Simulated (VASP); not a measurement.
# PbSe (Pm-3m) in VASP: single point with r2SCAN

Aim: the single point of PbSe with r2SCAN.

Program: VASP 6.6.1. These are calculated values, not measurements. Logs are shortened: lines on timing, memory, paths and dates and some standing lists are left out, and cuts for length are marked.

## (1) The cell of the first run

It takes space group Pm-3m (No. 221, cubic). The conventional cell has a = 3.784 Å, b = 3.784 Å, c = 3.784 Å, α = 90.00°, β = 90.00°, γ = 90.00°. Within 4.3 Å of Pb (site symmetry m-3m) lie 8 Se at 3.28 Å and 6 Pb at 3.78 Å. Within 4.3 Å of Se (site symmetry m-3m) lie 8 Pb at 3.28 Å and 6 Se at 3.78 Å.

## (2) Single point, r2SCAN

Contents of POSCAR:

```
PbSe
1.0
    3.7843220000      0.0000000000      0.0000000000
    0.0000000000      3.7843220000      0.0000000000
    0.0000000000      0.0000000000      3.7843220000
Pb Se
1 1
Direct
    0.0000000000      0.0000000000      0.0000000000
    0.5000000000      0.5000000000      0.5000000000
```

Contents of INCAR.step1:

```
SYSTEM = PbSe
ALGO = Normal ; EDIFF = 1E-5
ENCUT = 550 ; GGA = PE
GGA_COMPAT = .FALSE. ; ISMEAR = 0
LASPH = .TRUE. ; LCHARG = .FALSE.
LREAL = .FALSE. ; LWAVE = .TRUE.
NBANDS = 17 ; NELM = 120
PREC = Accurate ; SIGMA = 0.01
```

Contents of INCAR.step2:

```
SYSTEM = PbSe
ALGO = Normal ; EDIFF = 1E-6
ENCUT = 550 ; GGA_COMPAT = .FALSE.
ISIF = 2 ; ISMEAR = 0
ISTART = 1 ; LASPH = .TRUE.
LCHARG = .FALSE. ; LMIXTAU = .TRUE.
LREAL = .FALSE. ; LWAVE = .FALSE.
METAGGA = R2SCAN ; NBANDS = 17
NELM = 120 ; PREC = Accurate
SIGMA = 0.01
```

Contents of KPOINTS:

```
k-points
0
G
  3 3 3
  0 0 0
```

Potentials or basis: VASP PAW PBE potentials, release 64 (Pb_d, Se).

Run with:

```
cat potpaw_PBE.64/Pb_d/POTCAR potpaw_PBE.64/Se/POTCAR > POTCAR
cp INCAR.step1 INCAR
mpirun -np 1 vasp_std > vasp.out
cp INCAR.step2 INCAR
mpirun -np 1 vasp_std > vasp.out
```

OUTCAR:

```text
SYSTEM = PbSe
   EDIFF = 1E-6
   ENCUT = 550
   ISIF = 2
   ISMEAR = 0
   ISTART = 1
   LASPH = .TRUE.
   LREAL = .FALSE.
   METAGGA = R2SCAN
   NELM = 120
   PREC = Accurate

 ion  position               nearest neighbor table
   1  0.000  0.000  0.000-   2 3.28   2 3.28   2 3.28   2 3.28   2 3.28   2 3.28   2 3.28   2 3.28

   2  0.500  0.500  0.500-   1 3.28   1 3.28   1 3.28   1 3.28   1 3.28   1 3.28   1 3.28   1 3.28

  LATTYP: Found a simple cubic cell.
 ALAT       =     3.7843220000

  Lattice vectors:

 A1 = (   3.7843220000,   0.0000000000,   0.0000000000)
 A2 = (   0.0000000000,   3.7843220000,   0.0000000000)
 A3 = (   0.0000000000,   0.0000000000,   3.7843220000)

Analysis of symmetry for initial positions (statically):
=====================================================================
 Subroutine PRICEL returns:
 Original cell was already a primitive cell.

 Routine SETGRP: Setting up the symmetry group for a
 simple cubic supercell.

 Subroutine GETGRP returns: Found 48 space group operations
 (whereof 48 operations were pure point group operations)
 out of a pool of 48 trial point group operations.

The static configuration has the point symmetry O_h .

Analysis of symmetry for dynamics (positions and initial velocities):
=====================================================================
 Subroutine PRICEL returns:
 Original cell was already a primitive cell.

 Routine SETGRP: Setting up the symmetry group for a
 simple cubic supercell.

 Subroutine GETGRP returns: Found 48 space group operations
 (whereof 48 operations were pure point group operations)
 out of a pool of 48 trial point group operations.

The dynamic configuration has the point symmetry O_h .

 Subroutine INISYM returns: Found 48 space group operations
 (whereof 48 operations are pure point group operations),
 and found     1 'primitive' translations

----------------------------------------------------------------------------------------

                                     Primitive cell

  volume of cell :      54.1956

  direct lattice vectors                    reciprocal lattice vectors
     3.784322000  0.000000000  0.000000000     0.264248127  0.000000000  0.000000000
     0.000000000  3.784322000  0.000000000     0.000000000  0.264248127  0.000000000
     0.000000000  0.000000000  3.784322000     0.000000000  0.000000000  0.264248127

  length of vectors
     3.784322000  3.784322000  3.784322000     0.264248127  0.264248127  0.264248127

  position of ions in fractional coordinates (direct lattice)
     0.000000000  0.000000000  0.000000000
     0.500000000  0.500000000  0.500000000

  ion indices of the primitive-cell ions
   primitive index   ion index
                 1           1
                 2           2

----------------------------------------------------------------------------------------

 KPOINTS: k-points

Automatic generation of k-mesh.
 Grid dimensions read from file:
 generate k-points for:    3    3    3

 Generating k-lattice:

  Cartesian coordinates                     Fractional coordinates (reciprocal lattice)
     0.088082709  0.000000000  0.000000000     0.333333333  0.000000000  0.000000000
     0.000000000  0.088082709  0.000000000     0.000000000  0.333333333  0.000000000
     0.000000000  0.000000000  0.088082709     0.000000000  0.000000000  0.333333333

  Length of vectors
     0.088082709  0.088082709  0.088082709

  Shift w.r.t. Gamma in fractional coordinates (k-lattice)
     0.000000000  0.000000000  0.000000000

 Subroutine IBZKPT returns following result:
 ===========================================

 Found      4 irreducible k-points:

 Following reciprocal coordinates:
            Coordinates               Weight
  0.000000  0.000000  0.000000      1.000000
  0.333333  0.000000  0.000000      6.000000
  0.333333  0.333333  0.000000     12.000000
  0.333333  0.333333  0.333333      8.000000
   k-points           NKPTS =      4   k-points in BZ     NKDIM =      4   number of bands    NBANDS=     17
   number of dos      NEDOS =    301   number of ions     NIONS =      2
   total plane-waves  NPLWV =  27000
   dimension x,y,z NGX =    30 NGY =   30 NGZ =   30
   dimension x,y,z NGXF=    60 NGYF=   60 NGZF=   60
   ions per type =               1   1
   NGX,Y,Z   is equivalent  to a cutoff of  13.18, 13.18, 13.18 a.u.
   NGXF,Y,Z  is equivalent  to a cutoff of  26.36, 26.36, 26.36 a.u.
 SYSTEM =  PbSe
   PREC   = accura    normal or accurate (medium, high low for compatibility)
   ISTART =      1    job   : 0-new  1-cont  2-samecut
   ICHARG =      0    charge: 1-file 2-atom 10-const
   ISPIN  =      1    spin polarized calculation?
   LNONCOLLINEAR =      F non collinear calculations
   LSORBIT =      F    spin-orbit coupling
   LASPH  =      T    aspherical Exc in radial PAW
   ENCUT  =  550.0 eV  40.42 Ry    6.36 a.u.   7.24  7.24  7.24*2*pi/ulx,y,z
   NELM   =    120;   NELMIN=  2; NELMDL=  0     # of ELM steps
   EDIFF  = 0.1E-05   stopping-criterion for ELM
   LREAL  =      F    real-space projection
   EDIFFG = 0.1E-04   stopping-criterion for IOM
   NSW    =      0    number of steps for IOM
   IBRION =     -1    ionic relax: 0-MD 1-quasi-New 2-CG
   NFREE  =      0    steps in history (QN), initial steepest desc. (CG)
   ISIF   =      2    stress and relaxation
   ISYM   =      2    0-nonsym 1-usesym 2-fastsym
   POTIM  = 0.5000    time-step for ionic-motion
   TEBEG  =    0.0;   TEEND  =   0.0 temperature during run
   PSTRESS=    0.0 pullay stress
   NELECT =      20.0000    total number of electrons
   NUPDOWN=      -1.0000    fix difference up-down
   EMIN   =  10.00;   EMAX   =-10.00  energy-range for DOS
   EFERMI =   0.00;   METHOD = LEGACY
   ISMEAR =     0;   SIGMA  =   0.01  broadening in eV -4-tet -1-fermi 0-gaus
   EFERMI_NEDOS =   21; number of points for ismear=-14 and -15
   IALGO  =     38    algorithm
   IMIX   =      4    mixing-type and parameters
     AMIX     =   0.40;   BMIX     =  1.00
     AMIX_MAG =   1.60;   BMIX_MAG =  1.00
  volume/ion in A,a.u.               =      27.10       182.87
  Fermi-wavevector in a.u.,A,eV,Ry     =   1.174258  2.219025 18.760817  1.378881
  Thomas-Fermi vector in A             =   2.310658
   LORBIT       =      0    0 simple, 1 ext, 2 COOP (PROOUT), +10 PAW based schemes
   METAGGA = R2SCAN    functional components
   LHFCALC =     F    Hartree Fock is set to
   AEXX    =    0.0000 exact exchange contribution
   IVDW    =     0    specifies the selected vdW correction
   LEPSILON=     F    determine dielectric tensor
   LRPA    =     F    only Hartree local field effects (RPA)
 non-spin polarized calculation
 Gauss-broadening in eV      SIGMA  =   0.01
  energy-cutoff  :      550.00
  volume of cell :       54.20
 maximum number of plane-waves:      1602
 NGX is ok and might be reduce to    30
   NGX = 15   NGY = 15   NGZ = 15

 number of electron      20.0000001 magnetization

 Free energy of the ion-electron system (eV)
  ---------------------------------------------------
  ext. energy  EPLUGINS =         0.00000000
  ---------------------------------------------------
  free energy    TOTEN  =       -71.41606712 eV

  energy without entropy =      -71.41606712  energy(sigma->0) =      -71.41606712

 E-fermi :   4.9573     XC(G=0): -10.4549

 val. band max:        4.8906071905   @ k =   0.3333   0.3333   0.0000
 cond. band min:       6.6492048840   @ k =   0.3333   0.3333   0.3333
 fundamental gap:      1.7585976935
 Fermi energy:         4.9572735065

 k-point     1 :       0.0000    0.0000    0.0000
  band No.  band energies     occupation
      1     -12.4580      2.00000
      2     -12.4580      2.00000
      3     -12.3061      2.00000
      4     -12.3061      2.00000
      5     -12.3061      2.00000
      6      -8.4940      2.00000
[... 9 lines left out ...]
     16      17.3822      0.00000
     17      18.5364      0.00000

 k-point     2 :       0.3333    0.0000    0.0000
  band No.  band energies     occupation
      1     -12.4532      2.00000
      2     -12.3725      2.00000
      3     -12.3382      2.00000
      4     -12.3382      2.00000
      5     -12.3031      2.00000
      6      -7.7625      2.00000
[... 9 lines left out ...]
     16      15.8250      0.00000
     17      18.5448      0.00000

 k-point     3 :       0.3333    0.3333    0.0000
  band No.  band energies     occupation
      1     -12.4107      2.00000
      2     -12.3980      2.00000
      3     -12.3334      2.00000
      4     -12.3314      2.00000
      5     -12.3206      2.00000
      6      -7.1677      2.00000
[... 9 lines left out ...]
     16      15.3199      0.00000
     17      17.2157      0.00000

 k-point     4 :       0.3333    0.3333    0.3333
  band No.  band energies     occupation
      1     -12.3875      2.00000
      2     -12.3715      2.00000
      3     -12.3715      2.00000
      4     -12.3176      2.00000
      5     -12.3176      2.00000
      6      -6.7915      2.00000
[... 9 lines left out ...]
     16      16.9630      0.00000
     17      20.5568      0.00000

------------------------ aborting loop because EDIFF is reached ----------------------------------------

  FORCE on cell =-STRESS in cart. coord.  units (eV):
  Direction    XX          YY          ZZ          XY          YZ          ZX
  --------------------------------------------------------------------------------------
  -------------------------------------------------------------------------------------
  Total       -0.3292484     -0.3292484     -0.3292484     -0.0000000     -0.0000000      0.0000000
  in kB       -9.7335208     -9.7335208     -9.7335208     -0.0000000     -0.0000000      0.0000000
  external PRESSURE =      -9.7335208 kB  Pullay stress =       0.0000000 kB

 VOLUME and BASIS-vectors are now :
 -----------------------------------------------------------------------------
  energy-cutoff  :      550.00
  volume of cell :       54.20
      direct lattice vectors                 reciprocal lattice vectors
     3.784322000  0.000000000  0.000000000     0.264248127  0.000000000  0.000000000
     0.000000000  3.784322000  0.000000000     0.000000000  0.264248127  0.000000000
     0.000000000  0.000000000  3.784322000     0.000000000  0.000000000  0.264248127

 POSITION                                       TOTAL-FORCE (eV/Angst)
 -----------------------------------------------------------------------------------
      0.00000      0.00000      0.00000         0.000000      0.000000      0.000000
      1.89216      1.89216      1.89216         0.000000      0.000000      0.000000
 -----------------------------------------------------------------------------------
    total drift:                                0.000000     -0.000000     -0.000000

  FREE ENERGIE OF THE ION-ELECTRON SYSTEM (eV)
  ---------------------------------------------------
  free  energy   TOTEN  =       -71.4160671199 eV

  energy  without entropy=      -71.4160671199  energy(sigma->0) =      -71.41606712
```

Run time: 46 s. Hardware: 1 thread of Intel Xeon 8259CL, shared host; peak memory 0.17 GiB.

Results:

```yaml
Free_energy: -71.4161 eV
Pressure: -1.0 GPa
Band_gap_on_the_k_mesh: 1.76 eV, indirect (least direct gap 2.82 eV)
```

Levels at points of the mesh, in eV from the valence-band top:
| k point | band 7 | band 8 | band 9 | band 10 | band 11 | band 12 | band 13 | band 14 |
| --- | --- | --- | --- | --- | --- | --- | --- | --- |
| (0.00, 0.00, 0.00) | -6.89 | -1.28 | -1.28 | -1.28 | 5.98 | 5.98 | 6.69 | 6.69 |

Caveat: the k points lie up to 0.55 Å⁻¹ apart; the PAW data sets were made with another functional, which shifts forces and pressure a little; spin-orbit coupling is left out, which moves the levels of the heavy elements. A k mesh can miss the band edges.
